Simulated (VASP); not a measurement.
# MgS in VASP: further runs, part 2 of 2

VASP 6.6.1. The steps go on from the part before.

## (3) Single point, PBE

The input, INCAR:

```
SYSTEM = MgS
PREC = Accurate
ENCUT = 520
EDIFF = 1E-6
ISMEAR = 0
SIGMA = 0.1
LREAL = .FALSE.
LASPH = .TRUE.
NELM = 120
ALGO = Normal
ISIF = 2
LWAVE = .FALSE.
LCHARG = .TRUE.
GGA = PE
LELF = .TRUE.
LVHAR = .TRUE.
NBANDS = 11
GGA_COMPAT = .FALSE.
```

The input, KPOINTS:

```
Automatic mesh
0
G
  2 2 2
  0 0 0
```

The input, POSCAR:

```
MgS
1.0
    0.0000000000      2.6043975556      2.6043975556
    2.6043975556      0.0000000000      2.6043975556
    2.6043975556      2.6043975556      0.0000000000
Mg S
1 1
Direct
   -0.0008429973      0.0018113594     -0.0035411260
    0.5006390047      0.4986266391      0.5026847753
```

Potentials or basis: VASP PAW PBE potentials, release 64 (Mg, S).

Launch:

```sh
> cat potpaw_PBE.64/Mg/POTCAR potpaw_PBE.64/S/POTCAR > POTCAR
> mpirun -np 1 vasp_std > vasp.out
```

OUTCAR:

```text
SYSTEM = MgS
   PREC = Accurate
   ENCUT = 520
   EDIFF = 1E-6
   ISMEAR = 0
   LREAL = .FALSE.
   LASPH = .TRUE.
   NELM = 120
   ISIF = 2
   GGA = PE

 ion  position               nearest neighbor table
   1  0.999  0.002  0.996-   2 2.58   2 2.60   2 2.60   2 2.61   2 2.61   2 2.62
   2  0.501  0.499  0.503-   1 2.58   1 2.60   1 2.60   1 2.61   1 2.61   1 2.62

  LATTYP: Found a face centered cubic cell.
 ALAT       =     5.2087951112

  Lattice vectors:

 A1 = (   0.0000000000,   2.6043975556,   2.6043975556)
 A2 = (   2.6043975556,   0.0000000000,   2.6043975556)
 A3 = (   2.6043975556,   2.6043975556,   0.0000000000)

Analysis of symmetry for initial positions (statically):
=====================================================================
 Subroutine PRICEL returns:
 Original cell was already a primitive cell.

 Routine SETGRP: Setting up the symmetry group for a
 face centered cubic supercell.

 Subroutine GETGRP returns: Found  1 space group operations
 (whereof  1 operations were pure point group operations)
 out of a pool of 48 trial point group operations.

The static configuration has the point symmetry C_1 .

Analysis of symmetry for dynamics (positions and initial velocities):
=====================================================================
 Subroutine PRICEL returns:
 Original cell was already a primitive cell.

 Routine SETGRP: Setting up the symmetry group for a
 face centered cubic supercell.

 Subroutine GETGRP returns: Found  1 space group operations
 (whereof  1 operations were pure point group operations)
 out of a pool of 48 trial point group operations.

The dynamic configuration has the point symmetry C_1 .

 Subroutine INISYM returns: Found  1 space group operations
 (whereof  1 operations are pure point group operations),
 and found     1 'primitive' translations

----------------------------------------------------------------------------------------

                                     Primitive cell

  volume of cell :      35.3307

  direct lattice vectors                    reciprocal lattice vectors
     0.000000000  2.604397556  2.604397556    -0.191982979  0.191982979  0.191982979
     2.604397556  0.000000000  2.604397556     0.191982979 -0.191982979  0.191982979
     2.604397556  2.604397556  0.000000000     0.191982979  0.191982979 -0.191982979

  length of vectors
     3.683174345  3.683174345  3.683174345     0.332524273  0.332524273  0.332524273

  position of ions in fractional coordinates (direct lattice)
     0.999157003  0.001811359  0.996458874
     0.500639005  0.498626639  0.502684775

  ion indices of the primitive-cell ions
   primitive index   ion index
                 1           1
                 2           2

----------------------------------------------------------------------------------------

 KPOINTS: Automatic mesh

Automatic generation of k-mesh.
 Grid dimensions read from file:
 generate k-points for:    2    2    2

 Generating k-lattice:

  Cartesian coordinates                     Fractional coordinates (reciprocal lattice)
    -0.095991489  0.095991489  0.095991489     0.500000000  0.000000000  0.000000000
     0.095991489 -0.095991489  0.095991489     0.000000000  0.500000000  0.000000000
     0.095991489  0.095991489 -0.095991489     0.000000000  0.000000000  0.500000000

  Length of vectors
     0.166262137  0.166262137  0.166262137

  Shift w.r.t. Gamma in fractional coordinates (k-lattice)
     0.000000000  0.000000000  0.000000000

 Subroutine IBZKPT returns following result:
 ===========================================

 Found      8 irreducible k-points:

 Following reciprocal coordinates:
            Coordinates               Weight
  0.000000  0.000000  0.000000      1.000000
  0.500000  0.000000  0.000000      1.000000
  0.000000  0.500000  0.000000      1.000000
  0.000000  0.000000  0.500000      1.000000
  0.500000  0.500000  0.500000      1.000000
  0.500000  0.500000  0.000000      1.000000
  0.000000  0.500000  0.500000      1.000000
  0.500000  0.000000  0.500000      1.000000
   k-points           NKPTS =      8   k-points in BZ     NKDIM =      8   number of bands    NBANDS=     11
   number of dos      NEDOS =    301   number of ions     NIONS =      2
   total plane-waves  NPLWV =  21952
   dimension x,y,z NGX =    28 NGY =   28 NGZ =   28
   dimension x,y,z NGXF=    56 NGYF=   56 NGZF=   56
   ions per type =               1   1
   NGX,Y,Z   is equivalent  to a cutoff of  12.64, 12.64, 12.64 a.u.
   NGXF,Y,Z  is equivalent  to a cutoff of  25.28, 25.28, 25.28 a.u.
 SYSTEM =  MgS
   PREC   = accura    normal or accurate (medium, high low for compatibility)
   ISTART =      0    job   : 0-new  1-cont  2-samecut
   ICHARG =      2    charge: 1-file 2-atom 10-const
   ISPIN  =      1    spin polarized calculation?
   LNONCOLLINEAR =      F non collinear calculations
   LSORBIT =      F    spin-orbit coupling
   LASPH  =      T    aspherical Exc in radial PAW
   ENCUT  =  520.0 eV  38.22 Ry    6.18 a.u.   6.85  6.85  6.85*2*pi/ulx,y,z
   NELM   =    120;   NELMIN=  2; NELMDL= -5     # of ELM steps
   EDIFF  = 0.1E-05   stopping-criterion for ELM
   LREAL  =      F    real-space projection
   EDIFFG = 0.1E-04   stopping-criterion for IOM
   NSW    =      0    number of steps for IOM
   IBRION =     -1    ionic relax: 0-MD 1-quasi-New 2-CG
   NFREE  =      0    steps in history (QN), initial steepest desc. (CG)
   ISIF   =      2    stress and relaxation
   ISYM   =      2    0-nonsym 1-usesym 2-fastsym
   POTIM  = 0.5000    time-step for ionic-motion
   TEBEG  =    0.0;   TEEND  =   0.0 temperature during run
   PSTRESS=    0.0 pullay stress
   NELECT =       8.0000    total number of electrons
   NUPDOWN=      -1.0000    fix difference up-down
   EMIN   =  10.00;   EMAX   =-10.00  energy-range for DOS
   EFERMI =   0.00;   METHOD = LEGACY
   ISMEAR =     0;   SIGMA  =   0.10  broadening in eV -4-tet -1-fermi 0-gaus
   EFERMI_NEDOS =   21; number of points for ismear=-14 and -15
   IALGO  =     38    algorithm
   IMIX   =      4    mixing-type and parameters
     AMIX     =   0.40;   BMIX     =  1.00
     AMIX_MAG =   1.60;   BMIX_MAG =  1.00
  volume/ion in A,a.u.               =      17.67       119.21
  Fermi-wavevector in a.u.,A,eV,Ry     =   0.997825  1.885615 13.546695  0.995654
  Thomas-Fermi vector in A             =   2.130007
   LORBIT       =      0    0 simple, 1 ext, 2 COOP (PROOUT), +10 PAW based schemes
   GGA     = PE    functional components
   LHFCALC =     F    Hartree Fock is set to
   AEXX    =    0.0000 exact exchange contribution
   IVDW    =     0    specifies the selected vdW correction
   LEPSILON=     F    determine dielectric tensor
   LRPA    =     F    only Hartree local field effects (RPA)
 non-spin polarized calculation
 Gauss-broadening in eV      SIGMA  =   0.10
  energy-cutoff  :      520.00
  volume of cell :       35.33
 maximum number of plane-waves:       960
 NGX is ok and might be reduce to    28
   NGX = 13   NGY = 13   NGZ = 13

 number of electron       8.0000000 magnetization

 Free energy of the ion-electron system (eV)
  ---------------------------------------------------
  ext. energy  EPLUGINS =         0.00000000
  ---------------------------------------------------
  free energy    TOTEN  =        -7.11037254 eV

  energy without entropy =       -7.11037254  energy(sigma->0) =       -7.11037254

 E-fermi :   4.5701     XC(G=0):  -9.5509

 val. band max:        4.0891127904   @ k =   0.0000   0.0000   0.0000
 cond. band min:       6.5188122086   @ k =   0.5000   0.5000   0.0000
 fundamental gap:      2.4296994182
 Fermi energy:         4.5701366794

 k-point     1 :       0.0000    0.0000    0.0000
  band No.  band energies     occupation
      1      -8.5756      2.00000
      2       4.0882      2.00000
      3       4.0889      2.00000
      4       4.0891      2.00000
      5       7.6323      0.00000
      6      11.7974      0.00000
      7      11.7974      0.00000
      8      11.7982      0.00000
      9      14.1954      0.00000
     10      14.1964      0.00000
     11      16.4099      0.00000
[... 85 lines left out ...]
 k-point     8 :       0.5000    0.0000    0.5000
  band No.  band energies     occupation
      1      -6.8248      2.00000
      2      -0.2286      2.00000
      3       2.3400      2.00000
      4       2.3402      2.00000
      5       6.5189      0.00000
      6       8.2554      0.00000
      7      16.0476      0.00000
      8      16.6848      0.00000
      9      17.2224      0.00000
     10      17.2226      0.00000
     11      19.7886      0.00000

------------------------ aborting loop because EDIFF is reached ----------------------------------------

  FORCE on cell =-STRESS in cart. coord.  units (eV):
  Direction    XX          YY          ZZ          XY          YZ          ZX
  --------------------------------------------------------------------------------------
  -------------------------------------------------------------------------------------
  Total        1.6433370      1.6525862      1.6421649     -0.0000814      0.0000443      0.0000165
  in kB       74.5221527     74.9415824     74.4689986     -0.0036917      0.0020100      0.0007478
  external PRESSURE =      74.6442445 kB  Pullay stress =       0.0000000 kB

 VOLUME and BASIS-vectors are now :
 -----------------------------------------------------------------------------
  energy-cutoff  :      520.00
  volume of cell :       35.33
      direct lattice vectors                 reciprocal lattice vectors
     0.000000000  2.604397556  2.604397556    -0.191982979  0.191982979  0.191982979
     2.604397556  0.000000000  2.604397556     0.191982979 -0.191982979  0.191982979
     2.604397556  2.604397556  0.000000000     0.191982979  0.191982979 -0.191982979

 POSITION                                       TOTAL-FORCE (eV/Angst)
 -----------------------------------------------------------------------------------
      2.59989      5.19738      2.60692         0.015418      0.039232     -0.008627
      2.60781      2.61305      2.60249        -0.015418     -0.039232      0.008627
 -----------------------------------------------------------------------------------
    total drift:                               -0.000019     -0.000026      0.000013

  FREE ENERGIE OF THE ION-ELECTRON SYSTEM (eV)
  ---------------------------------------------------
  free  energy   TOTEN  =        -7.1103725390 eV

  energy  without entropy=       -7.1103725390  energy(sigma->0) =       -7.11037254
```

OSZICAR:

```text
N       E                     dE             d eps       ncg     rms          rms(c)
DAV:   1     0.214047487256E+02    0.21405E+02   -0.36142E+03   192   0.599E+02
DAV:   2    -0.660885779971E+01   -0.28014E+02   -0.25622E+02   230   0.999E+01
DAV:   3    -0.782332678615E+01   -0.12145E+01   -0.12127E+01   226   0.213E+01
DAV:   4    -0.783017189962E+01   -0.68451E-02   -0.68440E-02   243   0.187E+00
DAV:   5    -0.783021537808E+01   -0.43478E-04   -0.43478E-04   255   0.134E-01    0.431E+00
DAV:   6    -0.718352069781E+01    0.64669E+00   -0.11966E+00   179   0.461E+00    0.381E+00
DAV:   7    -0.710394523384E+01    0.79575E-01   -0.36953E-01   185   0.272E+00    0.296E+00
DAV:   8    -0.711047862732E+01   -0.65334E-02   -0.23365E-02   179   0.106E+00    0.941E-01
DAV:   9    -0.711021092637E+01    0.26770E-03   -0.70200E-04   206   0.162E-01    0.311E-01
DAV:  10    -0.711036604727E+01   -0.15512E-03   -0.18438E-04   182   0.892E-02    0.755E-03
DAV:  11    -0.711037238813E+01   -0.63409E-05   -0.68200E-06   209   0.180E-02    0.118E-02
DAV:  12    -0.711037253898E+01   -0.15086E-06   -0.33168E-07   180   0.366E-03
   1 F= -.71103725E+01 E0= -.71103725E+01  d E =-.182600E-11
```

stdout:

```text
POSCAR found type information on POSCAR MgS
 POSCAR found :  2 types and       2 ions
 scaLAPACK will be used
 LDA part: xc-table for (Slater+PW92), standard interpolation
 POSCAR, INCAR and KPOINTS ok, starting setup
 FFT: planning ... GRIDC
 FFT: planning ... GRID_SOFT
 FFT: planning ... GRID
 WAVECAR not read
 entering main loop
```

Run time: 8.5 s. Hardware: 1 thread of AMD EPYC 7R13 (Zen 3), shared host; peak memory 0.12 GiB.

Results:

```yaml
Free_energy: -7.1104 eV
Pressure: 7.5 GPa
Largest_force: 0.043 eV/Å
Band_gap_on_the_k_mesh: 2.43 eV, indirect (least direct gap 3.54 eV)
```

Forces in eV/Å, atoms in the order of the input:
```
Mg   0.015  0.039 -0.009
S   -0.015 -0.039  0.009
```

Levels at points of the mesh, in eV from the valence-band top:
| k point | band 1 | band 2 | band 3 | band 4 | band 5 | band 6 | band 7 | band 8 |
| --- | --- | --- | --- | --- | --- | --- | --- | --- |
| (0.00, 0.00, 0.00) | -12.66 | 0.00 | 0.00 | 0.00 | 3.54 | 7.71 | 7.71 | 7.71 |
| (0.50, 0.00, 0.00) | -11.30 | -4.99 | -0.61 | -0.61 | 4.35 | 6.61 | 6.61 | 9.82 |
| (0.00, 0.50, 0.00) | -11.30 | -4.99 | -0.61 | -0.61 | 4.35 | 6.61 | 6.61 | 9.82 |
| (0.00, 0.00, 0.50) | -11.30 | -4.99 | -0.61 | -0.61 | 4.35 | 6.61 | 6.61 | 9.82 |
| (0.50, 0.50, 0.50) | -11.30 | -4.99 | -0.61 | -0.61 | 4.35 | 6.61 | 6.61 | 9.82 |
| (0.50, 0.50, 0.00) | -10.91 | -4.32 | -1.75 | -1.75 | 2.43 | 4.17 | 11.96 | 12.59 |
| (0.00, 0.50, 0.50) | -10.91 | -4.32 | -1.75 | -1.75 | 2.43 | 4.17 | 11.96 | 12.60 |
| (0.50, 0.00, 0.50) | -10.91 | -4.32 | -1.75 | -1.75 | 2.43 | 4.17 | 11.96 | 12.60 |

Caveat: the k points lie up to 1.04 Å⁻¹ apart. A k mesh can miss the band edges.

## (4) Single point, PBE

The input, INCAR:

```
SYSTEM = MgS
ALGO = Normal ; EDIFF = 1E-6
ENCUT = 600 ; GGA = PE
GGA_COMPAT = .FALSE. ; ISIF = 2
ISMEAR = 0 ; LASPH = .TRUE.
LCHARG = .FALSE. ; LREAL = .FALSE.
LWAVE = .FALSE. ; NBANDS = 11
NELM = 120 ; PREC = Accurate
SIGMA = 0.1
```

The input, KPOINTS:

```
k-points
0
G
  4 4 4
  0 0 0
```

The input, POSCAR:

```
MgS
1.0
    0.0000000000      2.6043975556      2.6043975556
    2.6043975556      0.0000000000      2.6043975556
    2.6043975556      2.6043975556      0.0000000000
Mg S
1 1
Direct
    0.0000000000      0.0000000000      0.0000000000
    0.5000000000      0.5000000000      0.5000000000
```

Launch:

```sh
> cat potpaw_PBE.64/Mg/POTCAR potpaw_PBE.64/S/POTCAR > POTCAR
> mpirun -np 1 vasp_std > vasp.out
```

Run time: 6.4 s. Hardware: 1 thread of AMD EPYC 7R13 (Zen 3), shared host; peak memory 0.13 GiB.

Results (log left out):

* Free energy: -8.4551 eV
* Pressure: 1.0 GPa
* Band gap on the k mesh: 2.74 eV, indirect (least direct gap 3.67 eV)

Levels at points of the mesh, in eV from the valence-band top:
| k point | band 1 | band 2 | band 3 | band 4 | band 5 | band 6 | band 7 | band 8 | band 9 |
| --- | --- | --- | --- | --- | --- | --- | --- | --- | --- |
| (0.00, 0.00, 0.00) | -12.65 | 0.00 | 0.00 | 0.00 | 3.67 | 7.94 | 7.94 | 7.94 | 10.33 |
| (0.50, 0.00, 0.00) | -11.35 | -4.82 | -0.59 | -0.59 | 4.53 | 6.88 | 6.88 | 10.06 | 12.13 |
| (0.50, 0.50, 0.00) | -10.98 | -4.19 | -1.68 | -1.68 | 2.74 | 4.39 | 11.97 | 12.79 | 13.32 |

Caveat: the k points lie up to 0.52 Å⁻¹ apart. A k mesh can miss the band edges.

## (5) Single point, PBE

The input, INCAR:

```
SYSTEM = MgS
PREC = Accurate ; ENCUT = 600
EDIFF = 1E-6 ; ISMEAR = 0
SIGMA = 0.1 ; LREAL = .False.
LASPH = .True. ; NELM = 120
ALGO = Normal ; ISIF = 2
LWAVE = .False. ; LCHARG = .False.
GGA = PE ; ISYM = 0
NBANDS = 11 ; GGA_COMPAT = .False.
```

The input, KPOINTS:

```
Automatic mesh
0
Gamma
  2 1 7
  0.75 0.03 0.15
```

POSCAR is that of step 4.

Launch:

```sh
> cat potpaw_PBE.64/Mg/POTCAR potpaw_PBE.64/S/POTCAR > POTCAR
> mpirun -np 1 vasp_std > vasp.out
```

It took 8.3 s on 1 thread of AMD EPYC 7R13 (Zen 3), shared host; peak memory 0.13 GiB.

The run converged, but its numbers aren't listed here, since they failed a check.

Caveat: the k points lie up to 2.09 Å⁻¹ apart.
